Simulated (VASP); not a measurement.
# Li (Pm-3m) in VASP: notebook

Li is run at these levels: PBE; tasks: single point, relaxation of cell and atoms.

All numbers are computed with VASP 6.6.1; they aren't measurements. Logs are shortened: lines on timing, memory, paths and dates and some standing lists are left out, and cuts for length are marked.

### 1 The cell of the first run

Symmetry: Pm-3m, No. 221, cubic system. Conventional cell: a = 2.141 Å, b = 2.141 Å, c = 2.141 Å, α = 90.00°, β = 90.00°, γ = 90.00°. Li (site symmetry m-3m) has 6 Li at 2.14 Å within 2.8 Å.

### 2 Single point, PBE

File INCAR:

```
PREC = Accurate ; ENCUT = 520
EDIFF = 1E-6 ; ISMEAR = -1
SIGMA = 0.08 ; LREAL = False
LASPH = True ; NELM = 80
ALGO = Normal ; ISIF = 2
LWAVE = False ; LCHARG = False
GGA = PE ; NBANDS = 8
```

File KPOINTS:

```
Automatic mesh
0
Gamma
  17 17 17
```

File POSCAR:

```
Li
1.0
    2.1414024708      0.0000000000      0.0000000000
    0.0000000000      2.1414024708      0.0000000000
    0.0000000000      0.0000000000      2.1414024708
Li
1
Direct
    0.0000000000      0.0000000000      0.0000000000
```

Potentials or basis: VASP PAW PBE potentials, release 64 (Li_sv).

Command:

```console
> cat potpaw_PBE.64/Li_sv/POTCAR > POTCAR
> mpirun -np 1 vasp_std > vasp.out
```

OUTCAR:

```text
PREC = Accurate
   ENCUT = 520
   EDIFF = 1E-6
   ISMEAR = -1
   LREAL = False
   LASPH = True
   NELM = 80
   ISIF = 2
   GGA = PE

 ion  position               nearest neighbor table
   1  0.000  0.000  0.000-

  LATTYP: Found a simple cubic cell.
 ALAT       =     2.1414024708

  Lattice vectors:

 A1 = (   2.1414024708,   0.0000000000,   0.0000000000)
 A2 = (   0.0000000000,   2.1414024708,   0.0000000000)
 A3 = (   0.0000000000,   0.0000000000,   2.1414024708)

Analysis of symmetry for initial positions (statically):
=====================================================================
 Subroutine PRICEL returns:
 Original cell was already a primitive cell.

 Routine SETGRP: Setting up the symmetry group for a
 simple cubic supercell.

 Subroutine GETGRP returns: Found 48 space group operations
[... 9 lines left out ...]

 Routine SETGRP: Setting up the symmetry group for a
 simple cubic supercell.

 Subroutine GETGRP returns: Found 48 space group operations
[... 11 lines left out ...]
                                     Primitive cell

  volume of cell :       9.8196

  direct lattice vectors                    reciprocal lattice vectors
     2.141402471  0.000000000  0.000000000     0.466983677  0.000000000  0.000000000
     0.000000000  2.141402471  0.000000000     0.000000000  0.466983677  0.000000000
     0.000000000  0.000000000  2.141402471     0.000000000  0.000000000  0.466983677

  length of vectors
     2.141402471  2.141402471  2.141402471     0.466983677  0.466983677  0.466983677

  position of ions in fractional coordinates (direct lattice)
     0.000000000  0.000000000  0.000000000

  ion indices of the primitive-cell ions
   primitive index   ion index
                 1           1

----------------------------------------------------------------------------------------

 KPOINTS: Automatic mesh

Automatic generation of k-mesh.
 Grid dimensions read from file:
 generate k-points for:   17   17   17

 Generating k-lattice:

  Cartesian coordinates                     Fractional coordinates (reciprocal lattice)
     0.027469628  0.000000000  0.000000000     0.058823529  0.000000000  0.000000000
     0.000000000  0.027469628  0.000000000     0.000000000  0.058823529  0.000000000
     0.000000000  0.000000000  0.027469628     0.000000000  0.000000000  0.058823529

  Length of vectors
     0.027469628  0.027469628  0.027469628

  Shift w.r.t. Gamma in fractional coordinates (k-lattice)
     0.000000000  0.000000000  0.000000000

 Subroutine IBZKPT returns following result:
 ===========================================

 Found    165 irreducible k-points:

 Following reciprocal coordinates:
            Coordinates               Weight
  0.000000  0.000000  0.000000      1.000000
  0.058824  0.000000  0.000000      6.000000
  0.117647  0.000000  0.000000      6.000000
  0.176471  0.000000  0.000000      6.000000
  0.235294  0.000000  0.000000      6.000000
  0.294118  0.000000  0.000000      6.000000
[... 16 lines left out ...]
  0.411765  0.117647  0.000000     24.000000
  0.470588  0.117647  0.000000     24.000000
 [... further k-points ...]
   k-points           NKPTS =    165   k-points in BZ     NKDIM =    165   number of bands    NBANDS=      8
   number of dos      NEDOS =    301   number of ions     NIONS =      1
   total plane-waves  NPLWV =   4096
   dimension x,y,z NGX =    16 NGY =   16 NGZ =   16
   dimension x,y,z NGXF=    32 NGYF=   32 NGZF=   32
   ions per type =               1
   NGX,Y,Z   is equivalent  to a cutoff of  12.42, 12.42, 12.42 a.u.
   NGXF,Y,Z  is equivalent  to a cutoff of  24.84, 24.84, 24.84 a.u.
 SYSTEM =  unknown system
   PREC   = accura    normal or accurate (medium, high low for compatibility)
   ISTART =      0    job   : 0-new  1-cont  2-samecut
   ICHARG =      2    charge: 1-file 2-atom 10-const
   ISPIN  =      1    spin polarized calculation?
   LNONCOLLINEAR =      F non collinear calculations
   LSORBIT =      F    spin-orbit coupling
   LASPH  =      T    aspherical Exc in radial PAW
   ENCUT  =  520.0 eV  38.22 Ry    6.18 a.u.   3.98  3.98  3.98*2*pi/ulx,y,z
   NELM   =     80;   NELMIN=  2; NELMDL= -5     # of ELM steps
   EDIFF  = 0.1E-05   stopping-criterion for ELM
   LREAL  =      F    real-space projection
   EDIFFG = 0.1E-04   stopping-criterion for IOM
   NSW    =      0    number of steps for IOM
   IBRION =     -1    ionic relax: 0-MD 1-quasi-New 2-CG
   NFREE  =      0    steps in history (QN), initial steepest desc. (CG)
   ISIF   =      2    stress and relaxation
   ISYM   =      2    0-nonsym 1-usesym 2-fastsym
   POTIM  = 0.5000    time-step for ionic-motion
   TEBEG  =    0.0;   TEEND  =   0.0 temperature during run
   PSTRESS=    0.0 pullay stress
   NELECT =       3.0000    total number of electrons
   NUPDOWN=      -1.0000    fix difference up-down
   EMIN   =  10.00;   EMAX   =-10.00  energy-range for DOS
   EFERMI =   0.00;   METHOD = LEGACY
   ISMEAR =    -1;   SIGMA  =   0.08  broadening in eV -4-tet -1-fermi 0-gaus
   EFERMI_NEDOS =   21; number of points for ismear=-14 and -15
   IALGO  =     38    algorithm
   IMIX   =      4    mixing-type and parameters
     AMIX     =   0.40;   BMIX     =  1.00
     AMIX_MAG =   1.60;   BMIX_MAG =  1.00
  volume/ion in A,a.u.               =       9.82        66.27
  Fermi-wavevector in a.u.,A,eV,Ry     =   1.102597  2.083607 16.540888  1.215721
  Thomas-Fermi vector in A             =   2.239043
   LORBIT       =      0    0 simple, 1 ext, 2 COOP (PROOUT), +10 PAW based schemes
   GGA     = PE    functional components
   LHFCALC =     F    Hartree Fock is set to
   AEXX    =    0.0000 exact exchange contribution
   IVDW    =     0    specifies the selected vdW correction
   LEPSILON=     F    determine dielectric tensor
   LRPA    =     F    only Hartree local field effects (RPA)
 non-spin polarized calculation
  energy-cutoff  :      520.00
  volume of cell :        9.82
 maximum number of plane-waves:       282
 NGX is ok and might be reduce to    16
   NGX =  7   NGY =  7   NGZ =  7

 number of electron       2.9999992 magnetization

 Free energy of the ion-electron system (eV)
  ---------------------------------------------------
  ext. energy  EPLUGINS =         0.00000000
  ---------------------------------------------------
  free energy    TOTEN  =        -1.20769950 eV

  energy without entropy =       -1.20145806  energy(sigma->0) =       -1.20457878

 E-fermi :   3.3802     XC(G=0):  -9.0721

 val. band max:        3.3020543854   @ k =   0.3529   0.2941   0.0588
 cond. band min:       3.4412435650   @ k =   0.4706   0.2353   0.0000
 fundamental gap:      0.1391891796
 Fermi energy:         3.3802109882

 k-point     1 :       0.0000    0.0000    0.0000
  band No.  band energies     occupation
      1     -42.8865      2.00000
      2      -0.6309      2.00000
      3      22.9644      0.00000
      4      22.9644      0.00000
      5      22.9644      0.00000
      6      26.2486      0.00000
      7      26.2486      0.00000
      8      38.6511      0.00000

 k-point     2 :       0.0588    0.0000    0.0000
  band No.  band energies     occupation
      1     -42.8789      2.00000
      2      -0.5765      2.00000
      3      21.2147      0.00000
      4      23.0668      0.00000
      5      23.0668      0.00000
      6      26.3605      0.00000
      7      28.2037      0.00000
      8      38.4568      0.00000

 k-point     3 :       0.1176    0.0000    0.0000
  band No.  band energies     occupation
      1     -42.8571      2.00000
      2      -0.4150      2.00000
      3      18.6711      0.00000
      4      23.3723      0.00000
      5      23.3723      0.00000
      6      26.6959      0.00000
      7      31.3025      0.00000
      8      37.9819      0.00000

 k-point     4 :       0.1765    0.0000    0.0000
  band No.  band energies     occupation
      1     -42.8239      2.00000
      2      -0.1531      2.00000
      3      16.2704      0.00000
      4      23.8756      0.00000
      5      23.8756      0.00000
      6      27.2539      0.00000
      7      34.1443      0.00000
      8      37.7744      0.00000

 k-point     5 :       0.2353    0.0000    0.0000
  band No.  band energies     occupation
      1     -42.7838      2.00000
      2       0.1968      2.00000
      3      14.1210      0.00000
      4      24.5650      0.00000
      5      24.5650      0.00000
      6      28.0323      0.00000
      7      34.8553      0.00000
      8      39.6844      0.00000

 k-point     6 :       0.2941    0.0000    0.0000
  band No.  band energies     occupation
      1     -42.7421      2.00000
      2       0.6129      2.00000
      3      12.2656      0.00000
      4      25.4169      0.00000
      5      25.4169      0.00000
      6      29.0265      0.00000
      7      34.2206      0.00000
      8      40.4544      0.00000

 k-point     7 :       0.3529    0.0000    0.0000
  band No.  band energies     occupation
      1     -42.7043      2.00000
      2       1.0548      2.00000
      3      10.7467      0.00000
      4      26.3802      0.00000
      5      26.3802      0.00000
      6      30.2243      0.00000
      7      33.5000      0.00000
      8      38.2017      0.00000
[... 133 lines left out ...]
 k-point    20 :       0.2353    0.1176    0.0000
  band No.  band energies     occupation
      1     -42.7564      2.00000
      2       0.4787      2.00000
      3      14.0007      0.00000
      4      21.2266      0.00000
      5      24.9678      0.00000
      6      31.5787      0.00000
      7      33.9834      0.00000
      8      39.3001      0.00000

 k-point    21 :       0.2941    0.1176    0.0000
  band No.  band energies     occupation
      1     -42.7154      2.00000
      2       0.9311      2.00000
      3      12.2222      0.00000
      4      22.0165      0.00000
      5      25.8162      0.00000
      6      31.5979      0.00000
      7      33.2053      0.00000
      8      39.2553      0.00000

 k-point    22 :       0.3529    0.1176    0.0000
  band No.  band energies     occupation
      1     -42.6784      2.00000
      2       1.4162      2.00000
      3      10.7268      0.00000
      4      23.0013      0.00000
      5      26.7741      0.00000
      6      30.3144      0.00000
      7      33.7277      0.00000
      8      37.9883      0.00000

 k-point    23 :       0.4118    0.1176    0.0000
  band No.  band energies     occupation
      1     -42.6503      2.00000
      2       1.8590      2.00000
      3       9.6086      0.00000
      4      24.1221      0.00000
      5      27.7216      0.00000
      6      28.8316      0.00000
      7      34.3732      0.00000
      8      36.8153      0.00000

 k-point    24 :       0.4706    0.1176    0.0000
  band No.  band energies     occupation
      1     -42.6353      2.00000
      2       2.1391      2.00000
      3       8.9910      0.00000
      4      25.2007      0.00000
      5      27.5580      0.00000
      6      28.3872      0.00000
      7      34.6851      0.00000
      8      35.7204      0.00000

 [... further k-points ...]
[... 5 lines left out ...]
  --------------------------------------------------------------------------------------
  -------------------------------------------------------------------------------------
  Total        1.8313678      1.8313678      1.8313678     -0.0000000     -0.0000000     -0.0000000
  in kB      298.8073309    298.8073309    298.8073309     -0.0000000     -0.0000000     -0.0000000
  external PRESSURE =     298.8073309 kB  Pullay stress =       0.0000000 kB

 VOLUME and BASIS-vectors are now :
 -----------------------------------------------------------------------------
  energy-cutoff  :      520.00
  volume of cell :        9.82
      direct lattice vectors                 reciprocal lattice vectors
     2.141402471  0.000000000  0.000000000     0.466983677  0.000000000  0.000000000
     0.000000000  2.141402471  0.000000000     0.000000000  0.466983677  0.000000000
     0.000000000  0.000000000  2.141402471     0.000000000  0.000000000  0.466983677

 POSITION                                       TOTAL-FORCE (eV/Angst)
 -----------------------------------------------------------------------------------
      0.00000      0.00000      0.00000         0.000000      0.000000      0.000000
 -----------------------------------------------------------------------------------
    total drift:                               -0.000000     -0.000000      0.000000

  FREE ENERGIE OF THE ION-ELECTRON SYSTEM (eV)
  ---------------------------------------------------
  free  energy   TOTEN  =        -1.2076995022 eV

  energy  without entropy=       -1.2014580562  energy(sigma->0) =       -1.20457878
```

Wall time 4 s (1 thread of Intel Xeon Platinum 8559C (Emerald Rapids), shared host); peak memory 0.11 GiB.

What came out:

```
Free energy : -1.2077 eV
```

Levels at points of the mesh, in eV from the Fermi level:
| k point | band 1 | band 2 | band 3 | band 4 | band 5 | band 6 |
| --- | --- | --- | --- | --- | --- | --- |
| (0.00, 0.00, 0.00) | -46.27 | -4.01 | 19.58 | 19.58 | 19.58 | 22.87 |

Caveat: the cutoff is under 1.25 times the usual one of these potentials, so pressure, stress and relaxed cells hold a basis-set (Pulay) error.

### 3 Relaxation of cell and atoms, PBE, target pressure 30 GPa, at which the enthalpy is minimised

File INCAR:

```
SYSTEM = Li
ALGO     = Normal         ! electronic algorithm
EDIFF    = 1E-7           ! SCF threshold, eV
EDIFFG   = -0.005         ! ionic threshold
ENCUT    = 600            ! plane-wave cutoff, eV
GGA      = PE             ! functional
IBRION   = 2              ! ionic algorithm
ISIF     = 3              ! what is computed and relaxed
ISMEAR   = -1             ! smearing method
LASPH    = .TRUE.         ! aspherical terms in the spheres
LCHARG   = .FALSE.        ! write CHGCAR
LREAL    = .FALSE.        ! projectors in reciprocal space
LWAVE    = .FALSE.        ! write WAVECAR
NELM     = 100            ! most SCF steps
NSW      = 32             ! ionic steps
PREC     = Accurate       ! precision mode
PSTRESS  = 300.0        
SIGMA    = 0.08           ! smearing width, eV
```

File KPOINTS:

```
k-points
0
G
  17 17 17
  0 0 0
```

POSCAR is that of step 2.

Potentials or basis: VASP PAW PBE potentials, release 64 (Li_sv).

Command:

```console
> cat potpaw_PBE.64/Li_sv/POTCAR > POTCAR
> mpirun -np 1 vasp_std > vasp.out
```

Run time: 6.2 s. Hardware: 1 thread of Intel Xeon Platinum 8559C (Emerald Rapids), shared host; peak memory 0.11 GiB.

The run converged. Its results:

- Free energy: -1.2055 eV
- Relaxed volume: 9.80 Å³/atom
- Relaxed cell: a = 2.140 Å, b = 2.140 Å, c = 2.140 Å, α = 90.00°, β = 90.00°, γ = 90.00°
- Space group after relaxing (to 0.05 Å): Pm-3m (No. 221)
- Energy change on relaxing (the enthalpy is what falls): +3.0 meV/atom
- Ionic steps: 2
- Pressure after relaxing: 29.9 GPa

The path:
| step | energy change (eV) | largest force (eV/Å) | pressure (GPa) | volume (Å³) |
| --- | --- | --- | --- | --- |
| 1 | 0.0000 | 0.0000 | 29.81 | 9.82 |
| 2 | 0.0030 | 0.0000 | 29.95 | 9.80 |

Final structure:
```
Li
1.0
     2.14021    0.00000    0.00000
     0.00000    2.14021    0.00000
     0.00000    0.00000    2.14021
Li
1
Direct
  0.00000 0.00000 0.00000
```

Levels at points of the mesh, in eV from the Fermi level:
```tsv
k point	band 1	band 2	band 3	band 4	band 5
(0.00, 0.00, 0.00)	-46.26	-4.01	19.60	19.60	19.60
```

Caveat: the cutoff is under 1.25 times the usual one of these potentials, so pressure, stress and relaxed cells hold a basis-set (Pulay) error; the cell is relaxed towards a set pressure, so the enthalpy falls and the energy may rise.

### 4 Relaxation of cell and atoms, PBE, target pressure 30 GPa, at which the enthalpy is minimised

This run uses another cell than the first one, of 10.36 Å³/atom, 1.055 times its volume.

File INCAR:

```
SYSTEM = Li
PREC = Accurate
ENCUT = 600
EDIFF = 1E-7
ISMEAR = -1
SIGMA = 0.08
LREAL = .FALSE.
LASPH = .TRUE.
NELM = 100
ALGO = Normal
ISIF = 3
LWAVE = .FALSE.
LCHARG = .FALSE.
GGA = PE
IBRION = 2
NSW = 60
EDIFFG = -0.005
PSTRESS = 300.0
```

File KPOINTS:

```
regular mesh
0
G
  17 17 17
  0 0 0
```

File POSCAR:

```
Li
1.0
    2.1797005944      0.0000000000      0.0000000000
    0.0000000000      2.1797005944      0.0000000000
    0.0000000000      0.0000000000      2.1797005944
Li
1
Direct
    0.0000000000      0.0000000000      0.0000000000
```

Command:

```console
> cat potpaw_PBE.64/Li_sv/POTCAR > POTCAR
> mpirun -np 1 vasp_std > vasp.out
```

Wall time 9 s (1 thread of Intel Xeon Platinum 8559C (Emerald Rapids), shared host); peak memory 0.12 GiB.

It converged, with:

| Quantity | Value |
| --- | --- |
| Free energy | -1.2040 eV |
| Relaxed volume | 9.79 Å³/atom |
| Relaxed cell | a = 2.139 Å, b = 2.139 Å, c = 2.139 Å, α = 90.00°, β = 90.00°, γ = 90.00° |
| Space group after relaxing (to 0.05 Å) | Pm-3m (No. 221) |
| Energy change on relaxing (the enthalpy is what falls) | +97.9 meV/atom |
| Ionic steps | 3 |
| Pressure after relaxing | 30.0 GPa |

The path:
```csv
step,energy change (eV),largest force (eV/Å),pressure (GPa),volume (Å³)
1,0.0000,0.0000,25.26,10.36
2,0.0763,0.0000,28.91,9.90
3,0.0979,0.0000,29.95,9.79
```

Final structure:
```
Li
1.0
     2.13896    0.00000    0.00000
     0.00000    2.13896    0.00000
     0.00000    0.00000    2.13896
Li
1
Direct
  0.00000 0.00000 0.00000
```

Levels at points of the mesh, in eV from the Fermi level:
```csv
k point,band 1,band 2,band 3,band 4,band 5
"(0.00, 0.00, 0.00)",-46.26,-4.01,19.63,19.63,19.63
```

Caveat: the cutoff is under 1.25 times the usual one of these potentials, so pressure, stress and relaxed cells hold a basis-set (Pulay) error; the cell is relaxed towards a set pressure, so the enthalpy falls and the energy may rise.

### 5 Summary

```tsv
task	cell	cutoff (eV)	gap on the mesh (eV)	pressure (GPa)
single point	a = 2.141 Å, 1 atom	520	none	-
relaxation of cell and atoms	relaxed to 30 GPa from a = 2.141 Å, 1 atom	600	none	29.9
relaxation of cell and atoms	relaxed to 30 GPa from a = 2.180 Å, 1 atom	600	none	30.0
```

Alike in all rows: level PBE; potentials or basis VASP PAW PBE potentials, release 64 (Li_sv); no spin polarisation; k mesh 17 × 17 × 17; smearing fermi-dirac 0.08 eV.

Caveats: the cutoff is under 1.25 times the usual one of these potentials, so pressure, stress and relaxed cells hold a basis-set (Pulay) error; the cell is relaxed towards a set pressure, so the enthalpy falls and the energy may rise (some runs).

Total energies depend on the potentials used, so only differences within one code and one set of settings carry meaning.
